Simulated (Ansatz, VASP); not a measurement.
**ZnCd3Se2S2 in VASP and in Ansatz**

Contents of INCAR:

```
PREC     = Accurate       # precision mode
ENCUT    = 600            # plane-wave cutoff, eV
EDIFF    = 1E-6           # SCF threshold, eV
ISMEAR   = 0              # smearing method
SIGMA    = 0.1            # smearing width, eV
LREAL    = False          # projectors in reciprocal space
LASPH    = True           # aspherical terms in the spheres
NELM     = 80             # most SCF steps
ALGO     = Normal         # electronic algorithm
ISIF     = 3              # what is computed and relaxed
LWAVE    = False          # write WAVECAR
LCHARG   = False          # write CHGCAR
GGA      = PE             # functional
IBRION   = 2              # ionic algorithm
NSW      = 80             # ionic steps
EDIFFG   = -0.025         # ionic threshold
```

Contents of KPOINTS:

```
regular mesh
0
Gamma
  4 4 4
```

File POSCAR:

```
ZnCd3Se2S2
1.0
    4.1827923649      4.1389476590      0.0735815841
    4.2899774535     -4.2454148078      0.1066138746
   -4.3639501045      0.0764613862     -6.1362379945
Zn Cd Se S
1 3 2 2
Direct
   -0.0053257378      0.0380434355     -0.0039422723
    0.7442090172      0.2067347893      0.4629069479
    0.2419280829      0.7510667512      0.4921781326
    0.4908429478      0.4629584657      0.0003568543
    0.6673771844      0.1268404283      0.7665360554
    0.1197922780      0.6339466119      0.7958126253
    0.3551160337      0.3761530764      0.2231602783
    0.8860601938      0.9042564418      0.2629913786
```

Input for Ansatz:

```yaml
crystal:
  lattice:
    - [4.1827923649, 4.138947659, 0.0735815841]
    - [4.2899774535, -4.2454148078, 0.1066138746]
    - [-4.3639501045, 0.0764613862, -6.1362379945]
  atoms:
    - { symbol: Zn, position: [-0.0053257378, 0.0380434355, -0.0039422723] }
    - { symbol: Cd, position: [0.7442090172, 0.2067347893, 0.4629069479] }
    - { symbol: Cd, position: [0.2419280829, 0.7510667512, 0.4921781326] }
    - { symbol: Cd, position: [0.4908429478, 0.4629584657, 0.0003568543] }
    - { symbol: Se, position: [0.6673771844, 0.1268404283, 0.7665360554] }
    - { symbol: Se, position: [0.119792278, 0.6339466119, 0.7958126253] }
    - { symbol: S, position: [0.3551160337, 0.3761530764, 0.2231602783] }
    - { symbol: S, position: [0.8860601938, 0.9042564418, 0.2629913786] }
basis:
  ecutwfc: 420
kpoints:
  mp_grid: { grid: [4, 4, 4] }
hamiltonian:
  xc: pbe
scf:
  occupations: { method: gaussian, width: 0.1 }
  lower_state_search: "off"
output:
  forces: true
  stress: true
  eigenvalues: true
relax:
  adjacent_minimum: "off"
  f_tol: 0.025
  max_steps: 60
  cell: { stress_tol: 0.25 }
```

Change from the starting cell: cell x1, atoms moved at random (sigma 0.15 Å) and cell strained at random (1.5 %), then relaxed without symmetry.

Alike in both runs: task relaxation of cell and atoms; functional PBE; k mesh 4 × 4 × 4; occupations gaussian, width 0.1 eV; no spin polarisation.

```csv
,VASP,Ansatz
version,VASP 6.6.1,Ansatz 0.2.0
potentials or method,"VASP PAW PBE potentials, release 64 (Zn, Cd, Se, S), cutoff 600 eV","scalar-relativistic, plane waves, PAW"
valence electrons in the cell,72,116
```

```tsv
	VASP	Ansatz	Ansatz less VASP
gap on the k mesh at the Fermi level, each at its own relaxed structure (eV)	0.81	0.81	-0.001
relaxed volume (Å³/atom)	26.30	26.21	-0.084
relaxed length of the cell vector where the two differ most in proportion (Å)	5.952	5.927	-0.0256
```

VASP's potentials hold 72 valence electrons a cell and Ansatz's 116, so a difference there can come from the potentials and not from the codes.
